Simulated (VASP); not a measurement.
# Bi: single point with b88 exchange, pbe correlation

Crystal: Bi.

```
CELL_PARAMETERS angstrom
-1.98143 1.98143 1.98143
1.98143 -1.98143 1.98143
1.98143 1.98143 -1.98143
ATOMIC_POSITIONS crystal
Bi 0.00000 0.00000 0.00000
```

This isn't the form of Bi at room conditions, which is rhombohedral.

```json
{"Program": "VASP 6.6.1", "Task": "single point", "Functional": "b88 exchange, pbe correlation", "Potentials or basis": "VASP PAW PBE potentials, release 64 (Bi_d)", "Cutoff": "500 eV", "k mesh": "9 × 9 × 9", "Occupations": "fermi-dirac, width 0.05 eV", "Spin": "no spin polarisation"}
```

```
Pressure               : 0.7 GPa
Band gap on the k mesh : zero (an odd number of electrons rules out a gap without spin polarisation)
```

Levels at points of the mesh, in eV from the Fermi level:
| k point | band 3 | band 4 | band 5 | band 6 | band 7 | band 8 | band 9 | band 10 | band 11 | band 12 |
| --- | --- | --- | --- | --- | --- | --- | --- | --- | --- | --- |
| (0.00, 0.00, 0.00) | -23.05 | -22.92 | -22.92 | -13.55 | 5.07 | 5.07 | 5.07 | 9.15 | 10.50 | 10.50 |

Run time: 27 s on 1 thread of Intel(R) Xeon(R) Platinum 8259CL CPU @ 2.50GHz (Skylake/Cascade Lake), on a shared host, peak memory 0.15 GiB.

Caveat: the PAW data sets were made with another functional, which shifts forces and pressure a little; spin-orbit coupling is left out, which moves the levels of the heavy elements.
